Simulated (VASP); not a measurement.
Here is a VASP 6.6.1 calculation.

INCAR

```
PREC = Accurate
ENCUT = 520
EDIFF = 1E-8
ISMEAR = -1
SIGMA = 0.05
LREAL = False
LASPH = True
NELM = 80
ALGO = Normal
ISIF = 2
LWAVE = False
LCHARG = False
GGA = PE
LEFG = True
NBANDS = 16
```

The input KPOINTS:

```
Automatic mesh
0
Gamma
  12 12 12
```

The input POSCAR:

```
CuI
1.0
    0.0000000000      2.9779960031      2.9779960031
    2.9779960031      0.0000000000      2.9779960031
    2.9779960031      2.9779960031      0.0000000000
Cu I
1 1
Direct
    0.0000000000      0.0000000000      0.0000000000
    0.2500000000      0.2500000000      0.2500000000
```

Potentials or basis: VASP PAW PBE potentials, release 64 (Cu, I).

The run is started by

```console
$ cat potpaw_PBE.64/Cu/POTCAR potpaw_PBE.64/I/POTCAR > POTCAR
$ mpirun -np 1 vasp_std > vasp.out
```

(1) What does it give for the pressure?

(2) Predict the band gap on the k mesh.

## Answers

(1) 2.9 GPa.

(2) 1.29 eV.

Caveat: spin-orbit coupling is left out, which moves the levels of the heavy elements.
